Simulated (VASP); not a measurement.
# GaN in VASP: notebook, part 2 of 2

VASP 6.6.1. The steps go on from the part before.

**3. Single point, PBE**

This run uses another cell than the first one: it holds 4 atoms, not 2.

File INCAR:

```
SYSTEM = GaN
  PREC = Accurate
  ENCUT = 520
  EDIFF = 1E-6
  ISMEAR = 0
  SIGMA = 0.1
  LREAL = .FALSE.
  LASPH = .TRUE.
  NELM = 80
  ALGO = Normal
  ISIF = 2
  LWAVE = .FALSE.
  LCHARG = .FALSE.
  GGA = PE
  NBANDS = 26
```

File KPOINTS:

```
regular mesh
0
G
  8 8 4
  0 0 0
```

File POSCAR:

```
GaN
1.0
    2.6137983477     -1.5086106275      0.0024191816
    2.6137983477      1.5086106275      0.0024191816
   -1.7500926215      0.0000000000      4.9265408369
Ga N
2 2
Direct
    0.7500663028      0.2499336972      0.7500000000
    0.2499336972      0.7500663028      0.2500000000
    0.5000000000      0.0000000000      0.0000000000
    0.0000000000      0.5000000000      0.5000000000
```

Potentials or basis: VASP PAW PBE potentials, release 64 (Ga_d, N).

Run with:

```
> cat potpaw_PBE.64/Ga_d/POTCAR potpaw_PBE.64/N/POTCAR > POTCAR
> mpirun -np 1 vasp_std > vasp.out
```

OUTCAR:

```text
SYSTEM = GaN
   PREC = Accurate
   ENCUT = 520
   EDIFF = 1E-6
   ISMEAR = 0
   LREAL = .FALSE.
   LASPH = .TRUE.
   NELM = 80
   ISIF = 2
   GGA = PE

 ion  position               nearest neighbor table
   1  0.750  0.250  0.750-   3 2.13   4 2.13   3 2.13   4 2.13   3 2.13   4 2.13
   2  0.250  0.750  0.250-   4 2.13   3 2.13   3 2.13   4 2.13   3 2.13   4 2.13
   3  0.500  0.000  0.000-   2 2.13   1 2.13   1 2.13   2 2.13   1 2.13   2 2.13
   4  0.000  0.500  0.500-   1 2.13   2 2.13   1 2.13   2 2.13   1 2.13   2 2.13

  LATTYP: Found a base centered monoclinic cell.
 ALAT       =     5.2275989345
 B/A-ratio  =     0.5771715261
 C/A-ratio  =     1.0001068120
 COS(beta)  =    -0.3338713908

  Lattice vectors:

 A1 = (   2.6137983477,  -1.5086106275,   0.0024191816)
 A2 = (   2.6137983477,   1.5086106275,   0.0024191816)
 A3 = (  -1.7500926215,   0.0000000000,   4.9265408369)

Analysis of symmetry for initial positions (statically):
=====================================================================
 Subroutine PRICEL returns:
 Original cell was already a primitive cell.
[... 171 lines left out ...]
  ext. energy  EPLUGINS =         0.00000000
  ---------------------------------------------------
  free energy    TOTEN  =       -22.41109170 eV

  energy without entropy =      -22.41106093  energy(sigma->0) =      -22.41107631

 E-fermi :   7.7546     XC(G=0): -12.9151

 val. band max:        7.5239138844   @ k =   0.1250   0.0000   0.5000
 cond. band min:       7.9486831330   @ k =   0.5000   0.0000   0.5000
 fundamental gap:      0.4247692485
 Fermi energy:         7.7545990096

 k-point     1 :       0.0000    0.0000    0.0000
  band No.  band energies     occupation
      1      -9.4759      2.00000
      2      -6.6397      2.00000
      3      -6.6031      2.00000
      4      -6.6030      2.00000
      5      -6.4626      2.00000
      6      -6.4624      2.00000
[... 685 lines left out ...]
     25      17.6541      0.00000
     26      20.6118      0.00000

 [... further k-points ...]
[... 5 lines left out ...]
  --------------------------------------------------------------------------------------
  -------------------------------------------------------------------------------------
  Total        0.1950326      0.2043587      0.1926258      0.0000000      0.0000000      0.0139736
  in kB        8.0399555      8.4244134      7.9407415      0.0000000      0.0000000      0.5760413
  external PRESSURE =       8.1350368 kB  Pullay stress =       0.0000000 kB

 VOLUME and BASIS-vectors are now :
 -----------------------------------------------------------------------------
  energy-cutoff  :      520.00
  volume of cell :       38.87
      direct lattice vectors                 reciprocal lattice vectors
     2.613798348 -1.508610627  0.002419182     0.191229618 -0.331430782  0.067931954
     2.613798348  1.508610627  0.002419182     0.191229618  0.331430782  0.067931954
    -1.750092621  0.000000000  4.926540837    -0.000187807  0.000000000  0.202915464

 POSITION                                       TOTAL-FORCE (eV/Angst)
 -----------------------------------------------------------------------------------
      1.30123     -0.75451      3.69732         0.000000      0.001083     -0.000000
      2.17628      0.75451      1.23405         0.000000     -0.001083      0.000000
      1.30690     -0.75431      0.00121        -0.000000      0.000000      0.000000
      0.43185      0.75431      2.46448        -0.000000     -0.000000      0.000000
 -----------------------------------------------------------------------------------
    total drift:                               -0.000000      0.000000      0.000000

  FREE ENERGIE OF THE ION-ELECTRON SYSTEM (eV)
  ---------------------------------------------------
  free  energy   TOTEN  =       -22.4110916962 eV

  energy  without entropy=      -22.4110609274  energy(sigma->0) =      -22.41107631
```

OSZICAR:

```text
N       E                     dE             d eps       ncg     rms          rms(c)
DAV:   1     0.261087693891E+03    0.26109E+03   -0.17593E+04  4604   0.267E+03
DAV:   2     0.559673292040E+01   -0.25549E+03   -0.24273E+03  4384   0.480E+02
DAV:   3    -0.250128417551E+02   -0.30610E+02   -0.30119E+02  4754   0.135E+02
DAV:   4    -0.259773476156E+02   -0.96451E+00   -0.95894E+00  4802   0.252E+01
DAV:   5    -0.259961060857E+02   -0.18758E-01   -0.18731E-01  5026   0.345E+00    0.103E+01
DAV:   6    -0.223942937575E+02    0.36018E+01   -0.86372E+00  6754   0.478E+01    0.287E+00
DAV:   7    -0.224414568042E+02   -0.47163E-01   -0.11071E+00  4330   0.767E+00    0.237E+00
DAV:   8    -0.224221268629E+02    0.19330E-01   -0.12210E-01  6328   0.412E+00    0.790E-01
DAV:   9    -0.224107552468E+02    0.11372E-01   -0.30295E-02  6254   0.318E+00    0.218E-01
DAV:  10    -0.224111006233E+02   -0.34538E-03   -0.29676E-03  4394   0.396E-01    0.919E-02
DAV:  11    -0.224110924473E+02    0.81760E-05   -0.92831E-05  5828   0.770E-02    0.269E-02
DAV:  12    -0.224110904515E+02    0.19958E-05   -0.85322E-06  4872   0.278E-02    0.116E-02
DAV:  13    -0.224110917250E+02   -0.12735E-05   -0.20270E-06  3898   0.227E-02    0.951E-03
DAV:  14    -0.224110916962E+02    0.28732E-07   -0.90989E-07  2196   0.100E-02
   1 F= -.22411092E+02 E0= -.22411076E+02  d E =-.307689E-04
```

It took 69 s on 1 thread of Intel Xeon 6975P-C, shared host; peak memory 0.2 GiB.

What came out:

```yaml
Free_energy: -22.4111 eV
Pressure: 0.8 GPa
Band_gap_on_the_k_mesh: 0.42 eV
```

Stress tensor (GPa, compression positive):
```
0.80 0.00 0.06
0.00 0.84 0.00
0.06 0.00 0.79
```

Levels at points of the mesh, in eV from the valence-band top:
```
           k point  band 16  band 17  band 18  band 19  band 20  band 21
(0.00, 0.00, 0.00)    -0.46    -0.16    -0.15     1.92     4.59     8.94
(0.50, 0.00, 0.00)    -3.28    -1.73    -1.73     3.80     3.80     8.26
(0.50, 0.50, 0.00)    -2.91    -0.16    -0.15     0.43     4.59     7.82
(0.00, 0.00, 0.50)    -0.34    -0.34    -0.34     4.63     4.63     9.44
(0.50, 0.00, 0.50)    -2.91    -0.16    -0.15     0.42     4.59     7.81
(0.50, 0.50, 0.50)    -3.29    -1.73    -1.73     3.81     3.81     8.26
```

A k mesh can miss the band edges. A hybrid or GW would open this gap; PBE tends to underestimate it.

**4. Relaxation of cell and atoms, PBE**

File INCAR:

```
  ALGO = Normal
  EDIFF = 1E-6
  EDIFFG = -0.01
  ENCUT = 600
  GGA = PE
  IBRION = 2
  ISIF = 3
  ISMEAR = 0
  LASPH = True
  LCHARG = False
  LREAL = False
  LWAVE = False
  NELM = 60
  NSW = 100
  PREC = Accurate
  SIGMA = 0.02
```

File KPOINTS:

```
k-points
0
Gamma
  14 14 14
```

File POSCAR:

```
GaN
1.0
    0.0000000000      2.1338704585      2.1338704585
    2.1338704585      0.0000000000      2.1338704585
    2.1338704585      2.1338704585      0.0000000000
Ga N
1 1
Direct
    0.0000000000      0.0000000000      0.0000000000
    0.5000000000      0.5000000000      0.5000000000
```

Potentials or basis: VASP PAW PBE potentials, release 64 (Ga_d, N).

Run with:

```
> cat potpaw_PBE.64/Ga_d/POTCAR potpaw_PBE.64/N/POTCAR > POTCAR
> mpirun -np 1 vasp_std > vasp.out
```

OUTCAR:

```text
EDIFF = 1E-6
   EDIFFG = -0.01
   ENCUT = 600
   GGA = PE
   IBRION = 2
   ISIF = 3
   ISMEAR = 0
   LASPH = True
   LREAL = False
   NELM = 60
   NSW = 100
   PREC = Accurate

 ion  position               nearest neighbor table
   1  0.000  0.000  0.000-   2 2.13   2 2.13   2 2.13   2 2.13   2 2.13   2 2.13
   2  0.500  0.500  0.500-   1 2.13   1 2.13   1 2.13   1 2.13   1 2.13   1 2.13

  LATTYP: Found a face centered cubic cell.
 ALAT       =     4.2677409170

  Lattice vectors:

 A1 = (   0.0000000000,   2.1338704585,   2.1338704585)
 A2 = (   2.1338704585,   0.0000000000,   2.1338704585)
 A3 = (   2.1338704585,   2.1338704585,   0.0000000000)

Analysis of symmetry for initial positions (statically):
=====================================================================
 Subroutine PRICEL returns:
 Original cell was already a primitive cell.

 Routine SETGRP: Setting up the symmetry group for a
 face centered cubic supercell.
[... 258 lines left out ...]
  band No.  band energies     occupation
      1      -9.4852      2.00000
      2      -6.5022      2.00000
      3      -6.5022      2.00000
      4      -6.5022      2.00000
      5      -6.4154      2.00000
      6      -6.4154      2.00000
      7       7.0233      2.00000
      8       7.0233      2.00000
      9       7.0233      2.00000
     10       9.3735      0.00000
     11      22.0371      0.00000
     12      22.0371      0.00000
     13      22.0371      0.00000
[... 354 lines left out ...]
  band No.  band energies     occupation
      1      -8.2873      2.00000
      2      -6.5595      2.00000
      3      -6.5021      2.00000
      4      -6.4751      2.00000
      5      -6.3483      2.00000
      6      -6.3353      2.00000
      7       3.0993      2.00000
      8       6.2762      2.00000
      9       6.5161      2.00000
     10      12.6435      0.00000
     11      15.9255      0.00000
     12      17.5361      0.00000
     13      19.6103      0.00000

 [... further k-points ...]
[... 5 lines left out ...]
  --------------------------------------------------------------------------------------
  -------------------------------------------------------------------------------------
  Total        0.0080794      0.0080794      0.0080794      0.0000000     -0.0000000     -0.0000000
  in kB        0.6639870      0.6639870      0.6639870      0.0000000     -0.0000000     -0.0000000
  external PRESSURE =       0.6639870 kB  Pullay stress =       0.0000000 kB
[... 17 lines left out ...]
  FREE ENERGIE OF THE ION-ELECTRON SYSTEM (eV)
  ---------------------------------------------------
  free  energy   TOTEN  =       -11.2084701809 eV

  energy  without entropy=      -11.2084701809  energy(sigma->0) =      -11.20847018

 reached required accuracy - stopping structural energy minimisation
```

CONTCAR:

```text
GaN
   1.00000000000000
     0.0000000000000000    2.1361542397212321    2.1361542397212321
     2.1361542397212321    0.0000000000000000    2.1361542397212321
     2.1361542397212321    2.1361542397212321    0.0000000000000000
  Ga              N
     1     1
Direct
     0.0000000000000000    0.0000000000000000    0.0000000000000000
     0.5000000000000000    0.5000000000000000    0.5000000000000000

  0.00000000E+00  0.00000000E+00  0.00000000E+00
  0.00000000E+00  0.00000000E+00  0.00000000E+00
```

Run time: 34 s. Hardware: 1 thread of Intel Xeon 6975P-C, shared host; peak memory 0.17 GiB.

What came out:

- Free energy: -11.2085 eV
- Relaxed volume: 9.75 Å³/atom
- Relaxed cell: a = 3.021 Å, b = 3.021 Å, c = 3.021 Å, α = 60.00°, β = 60.00°, γ = 60.00°
- Space group after relaxing (to 0.05 Å): Fm-3m (No. 225)
- Energy gained by relaxing: 0.1 meV/atom
- Ionic steps: 3
- Pressure after relaxing: 0.1 GPa
- Band gap on the k mesh: 0.39 eV, indirect (least direct gap 2.35 eV)

The path:
| step | energy change (eV) | largest force (eV/Å) | pressure (GPa) | volume (Å³) |
| --- | --- | --- | --- | --- |
| 1 | 0.0000 | 0.0000 | 0.64 | 19.43 |
| 2 | 0.0000 | 0.0000 | -0.67 | 19.54 |
| 3 | -0.0001 | 0.0000 | 0.07 | 19.50 |

Final structure:
```
CELL_PARAMETERS angstrom
0.00000 2.13615 2.13615
2.13615 0.00000 2.13615
2.13615 2.13615 0.00000
ATOMIC_POSITIONS crystal
Ga 0.00000 0.00000 0.00000
N 0.50000 0.50000 0.50000
```

A k mesh can miss the band edges.

**5. The runs side by side**

| task | cell | k mesh | cutoff (eV) | smearing | gap on the mesh (eV) | pressure (GPa) |
| --- | --- | --- | --- | --- | --- | --- |
| single point | a = 3.018 Å, angles 60.0°, 2 atoms | 14 × 14 × 14 | 520 | gaussian 0.02 eV | 0.41 | 0.8 |
| single point | a = 3.018, b = 3.018, c = 5.228 Å, angles 106.8, 106.8, 60.0°, 4 atoms | 8 × 8 × 4 | 520 | gaussian 0.1 eV | 0.42 | 0.8 |
| relaxation of cell and atoms | relaxed from a = 3.018 Å, angles 60.0°, 2 atoms | 14 × 14 × 14 | 600 | gaussian 0.02 eV | 0.39 | 0.1 |

Alike in all rows: level PBE; potentials or basis VASP PAW PBE potentials, release 64 (Ga_d, N); no spin polarisation.

Total energies depend on the potentials used, so only differences within one code and one set of settings carry meaning.
